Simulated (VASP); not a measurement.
Write the native input for VASP 6.6.1 that does the following.

```yaml
Task: relaxation of cell and atoms
Functional: PBE
Potentials_or_basis: VASP PAW PBE potentials, release 64 (Nb_sv, Sn_d, Se)
Cutoff: 500 eV
k_mesh: 3 × 3 × 3
Occupations: gaussian, width 0.15 eV
Spin: no spin polarisation
Dipole_correction: no
Further_INCAR_settings: ALGO = Normal; EDIFF = 1e-07; IBRION = 2; EDIFFG = -0.08; NSW = 36; ISIF = 3
```

The structure of NbSnSe4 lies in POSCAR:

```
NbSnSe4
1.0
    0.0000000000      4.3163875800      4.3163875800
    4.3163875800      0.0000000000      4.3163875800
    4.3163875800      4.3163875800      0.0000000000
Nb Sn Se
1 1 4
Direct
    0.7500000000      0.7500000000      0.7500000000
    0.0000000000      0.0000000000      0.0000000000
    0.8746250300      0.3751249900      0.3751249900
    0.3751249900      0.3751249900      0.3751249900
    0.3751249900      0.8746250300      0.3751249900
    0.3751249900      0.3751249900      0.8746250300
```

The cell was built from a structure type or drawn by symmetry, and may not be a known phase.

The input as run:

INCAR

```
SYSTEM = NbSnSe4
PREC = Accurate
ENCUT = 500
EDIFF = 1E-7
ISMEAR = 0
SIGMA = 0.15
LREAL = .FALSE.
LASPH = .TRUE.
NELM = 120
ALGO = Normal
ISIF = 3
LWAVE = .FALSE.
LCHARG = .FALSE.
GGA = PE
IBRION = 2
NSW = 36
EDIFFG = -0.08
GGA_COMPAT = .FALSE.
NELMIN = 4
```

KPOINTS

```
regular mesh
0
G
  3 3 3
  0 0 0
```

Potentials or basis: VASP PAW PBE potentials, release 64 (Nb_sv, Sn_d, Se).

Command:

```bash
$ cat potpaw_PBE.64/Nb_sv/POTCAR potpaw_PBE.64/Sn_d/POTCAR potpaw_PBE.64/Se/POTCAR > POTCAR
$ mpirun -np 1 vasp_std > vasp.out
```

It gave:

```
Relaxed volume                        : 21.40 Å³/atom
Relaxed cell                          : a = 5.663 Å, b = 5.663 Å, c = 5.663 Å, α = 60.00°, β = 60.00°, γ = 60.00°
Space group after relaxing (to 0.1 Å) : F-43m (No. 216)
Energy gained by relaxing             : 199.7 meV/atom
Ionic steps                           : 3
Pressure after relaxing               : 0.0 GPa
Largest force after relaxing          : 0.027 eV/Å
Band gap on the k mesh                : zero (an odd number of electrons rules out a gap without spin polarisation)
```

Caveat: the k points lie up to 0.45 Å⁻¹ apart in the final cell, too coarse for converged energies and pressures of a metal; the volume moved by over 15 % at a fixed basis, so the end points are rough; spin-orbit coupling is left out, which moves the levels of the heavy elements.

It took 2.1 min on 1 thread of Intel(R) Xeon(R) Platinum 8488C (Sapphire Rapids), with other jobs on the host, peak memory 0.34 GiB.
